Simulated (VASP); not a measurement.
Set up this calculation in VASP 6.6.1, as the native input.

* Task: single point
* Functional: RPBE
* Dispersion: D4
* Potentials or basis: VASP PAW PBE potentials, release 64 (Co)
* Cutoff: 520 eV
* k mesh: 12 × 12 × 7
* Occupations: fermi-dirac, width 0.05 eV
* Spin: collinear spin, ferromagnetic start
* Starting moments: [2.0, 2.0] μB
* Dipole correction: no
* Further INCAR settings: ALGO = Normal; EDIFF = 1e-07; NBANDS = 20

The structure of Co lies in POSCAR:

```
Co
1.0
    2.4719999032      0.0000000000      0.0000000000
   -1.2359999516      2.1408147143      0.0000000000
    0.0000000000      0.0000000000      4.0211440800
Co
2
Direct
    0.6666666667      0.3333333333      0.7500000000
    0.3333333333      0.6666666667      0.2500000000
```

One way to write it, as run:

INCAR

```
SYSTEM = Co
  PREC = Accurate
  ENCUT = 520
  EDIFF = 1E-7
  ISMEAR = -1
  SIGMA = 0.05
  LREAL = .FALSE.
  LASPH = .TRUE.
  NELM = 150
  ALGO = Normal
  ISIF = 2
  LWAVE = .FALSE.
  LCHARG = .FALSE.
  ISPIN = 2
  MAGMOM = 2 2
  LORBIT = 11
  LMAXMIX = 4
  GGA = RP
  IVDW = 13
  NBANDS = 20
```

KPOINTS

```
regular mesh
0
G
  12 12 7
  0 0 0
```

Potentials or basis: VASP PAW PBE potentials, release 64 (Co).

The run is started by

```sh
$ cat potpaw_PBE.64/Co/POTCAR > POTCAR
$ mpirun -np 1 vasp_std > vasp.out
```

Results of the run:

```json
{
 "Pressure": "-2.4 GPa",
 "Net moment": "3.23 μB per cell",
 "Site moments": "Co +1.63 μB",
 "Valence electrons inside the program's atomic spheres": "Co 8.31",
 "Dispersion energy per atom": "-0.853 eV"
}
```

Caveat: the PAW data sets were made with another functional, which shifts forces and pressure a little.

Run time: 83 s on 1 thread of Intel Xeon 8259CL, on a shared host, peak memory 0.17 GiB.
